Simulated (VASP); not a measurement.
Here is a VASP 6.6.1 calculation.

INCAR

```
PREC = Accurate
ENCUT = 520
EDIFF = 1E-6
ISMEAR = -1
SIGMA = 0.05
LREAL = Auto
LASPH = T
NELM = 120
ALGO = Normal
ISIF = 2
LWAVE = F
LCHARG = F
GGA = PS
ISYM = -1
NBANDS = 236
GGA_COMPAT = F
```

The input KPOINTS:

```
explicit points
1
Reciprocal
  0.25000000   0.25000000   0.25000000 1
```

POSCAR

```
Si25O48
1.0
    9.9016390000      0.0000000000      0.0000000000
   -4.9508190000      8.5750710000      0.0000000000
    0.0000000000      0.0000000000     10.8858800000
Si O
25 48
Direct
    0.2363190000      0.9981210000      0.1620790000
    0.2248300000      0.9944980000      0.6726670000
    0.2496930000      0.5014760000      0.1748780000
    0.2184550000      0.5016200000      0.6711070000
    0.7302910000      0.0018510000      0.1615330000
    0.7395600000      0.0085000000      0.6689700000
    0.7449940000      0.4977920000      0.1480610000
    0.7386870000      0.5078860000      0.6626760000
    0.9976930000      0.2322330000      0.3364510000
    0.0023240000      0.2379160000      0.8392070000
    0.9947340000      0.7338290000      0.3273390000
    0.9963440000      0.7123850000      0.8415780000
    0.5268760000      0.2335140000      0.3053340000
    0.5064370000      0.2462490000      0.8285370000
    0.5022190000      0.7477070000      0.3353530000
    0.4976860000      0.7363120000      0.8274920000
    0.2698450000      0.2665800000      0.9993820000
    0.2132900000      0.2297420000      0.5288700000
    0.2645440000      0.7575200000      0.0048000000
    0.2531640000      0.7662930000      0.4980550000
    0.7703610000      0.2702310000      0.9962930000
    0.7592770000      0.2574790000      0.4928070000
    0.7566160000      0.7578540000      0.9969840000
    0.7781370000      0.7847200000      0.5028880000
    0.5251350000      0.4106660000      0.4425900000
    0.2059010000      0.1310620000      0.1032800000
    0.1410230000      0.0951490000      0.6331580000
    0.2269860000      0.6409790000      0.1207010000
    0.1983170000      0.6377390000      0.6074970000
    0.6986700000      0.1325610000      0.0995260000
    0.7071300000      0.1401740000      0.6093860000
    0.6946470000      0.6213130000      0.1006390000
    0.7392150000      0.6649480000      0.6180950000
    0.3688160000      0.0704890000      0.2682200000
    0.3756320000      0.0895360000      0.7609940000
    0.3848890000      0.5738690000      0.2804400000
    0.3650080000      0.5759970000      0.7651780000
    0.8630330000      0.0798460000      0.2672660000
    0.8659090000      0.0784930000      0.7790410000
    0.8564150000      0.5717950000      0.2684110000
    0.8754600000      0.5579060000      0.7643790000
    0.3819020000      0.2469360000      0.5082270000
    0.4314360000      0.2947160000      0.9402460000
    0.4156070000      0.7966220000      0.4376420000
    0.4227770000      0.7927910000      0.9341300000
    0.9299930000      0.2983150000      0.4433330000
    0.9323630000      0.2818920000      0.9555880000
    0.9296660000      0.8013420000      0.4332590000
    0.9144940000      0.7740930000      0.9386530000
    0.1129670000      0.1816110000      0.4023630000
    0.1440400000      0.2153610000      0.8882780000
    0.1214580000      0.6980390000      0.3907460000
    0.1183020000      0.6748680000      0.9109540000
    0.6421250000      0.1812050000      0.3762980000
    0.6446840000      0.2209440000      0.8846370000
    0.6469490000      0.7435310000      0.3986310000
    0.6279300000      0.7045660000      0.8886240000
    0.0892280000      0.3695320000      0.2366300000
    0.0603360000      0.3802370000      0.7419580000
    0.0730380000      0.8630390000      0.2196330000
    0.0887470000      0.8504490000      0.7452130000
    0.5930340000      0.3296790000      0.1759930000
    0.5764830000      0.3878650000      0.7292810000
    0.5667540000      0.8714370000      0.2225800000
    0.5757630000      0.8696840000      0.7220320000
    0.3013420000      0.4274700000      0.0639790000
    0.2447410000      0.4010730000      0.5669360000
    0.2899910000      0.9233510000      0.0527810000
    0.2747200000      0.9267690000      0.5553580000
    0.8282360000      0.4483230000      0.0425050000
    0.7601820000      0.4161120000      0.5426760000
    0.7869790000      0.9194940000      0.0596940000
    0.8109090000      0.9481750000      0.5623730000
```

Potentials or basis: VASP PAW PBE potentials, release 64 (Si, O).

Run with:

```bash
$ cat potpaw_PBE.64/Si/POTCAR potpaw_PBE.64/O/POTCAR > POTCAR
$ mpirun -np 1 vasp_std > vasp.out
```

Predict the largest force.

0.107 eV/Å.

What does it give for the pressure?

1.8 GPa.

Predict the band gap on the k mesh.

1.80 eV.

Forces on the atoms (eV/Å):
```
Si  -0.025 -0.006  0.008
Si   0.016  0.001 -0.003
Si  -0.013 -0.001 -0.004
Si  -0.024  0.018  0.001
Si  -0.007  0.002 -0.004
Si  -0.027  0.006  0.008
Si  -0.014  0.022  0.026
Si  -0.009 -0.011 -0.030
Si   0.003 -0.006 -0.016
Si   0.023 -0.025 -0.001
Si  -0.008 -0.021 -0.002
Si   0.006 -0.014  0.006
Si  -0.060  0.022  0.084
Si   0.011 -0.016 -0.014
Si   0.003 -0.006  0.016
Si   0.009 -0.010 -0.012
Si   0.011  0.017 -0.002
Si  -0.042 -0.007 -0.017
Si   0.017  0.007  0.014
Si   0.008  0.015 -0.003
Si  -0.014 -0.003  0.001
Si  -0.024  0.035  0.027
Si   0.007  0.027 -0.008
Si   0.013  0.009 -0.004
Si   0.041  0.040 -0.022
O   -0.021  0.005  0.015
O   -0.053 -0.016  0.036
O   -0.011  0.012  0.010
O   -0.012  0.013  0.012
O   -0.018  0.006  0.007
O   -0.022  0.005  0.024
O   -0.033  0.007  0.022
O   -0.015  0.001 -0.001
O    0.012 -0.012  0.017
O   -0.002 -0.010  0.002
O    0.009 -0.027  0.017
O    0.001 -0.018  0.001
O    0.001 -0.014  0.002
O    0.006 -0.017  0.018
O   -0.002 -0.014  0.006
O    0.018 -0.020  0.005
O    0.107 -0.004 -0.008
O    0.016  0.013  0.019
O    0.016  0.009  0.006
O    0.013  0.010  0.010
O    0.027  0.033  0.015
O    0.019  0.012  0.024
O    0.018  0.012  0.004
O    0.005  0.001  0.011
O    0.018 -0.025 -0.007
O    0.014 -0.008 -0.014
O    0.021 -0.017 -0.005
O    0.015 -0.023 -0.008
O    0.013 -0.042 -0.032
O    0.017 -0.009 -0.014
O    0.012 -0.015  0.004
O    0.012 -0.007 -0.010
O   -0.013 -0.009 -0.003
O   -0.028 -0.011 -0.009
O   -0.018 -0.003 -0.020
O   -0.011 -0.006  0.006
O   -0.017 -0.040 -0.041
O   -0.021 -0.006 -0.011
O   -0.021 -0.011 -0.017
O   -0.014 -0.010 -0.006
O    0.002  0.015 -0.014
O    0.008  0.016 -0.026
O    0.005  0.023 -0.018
O   -0.001  0.018 -0.007
O    0.030  0.038 -0.034
O   -0.015  0.006 -0.009
O    0.002  0.018 -0.006
O    0.011  0.027 -0.023
```

Caveat: the PAW data sets were made with another functional, which shifts forces and pressure a little.
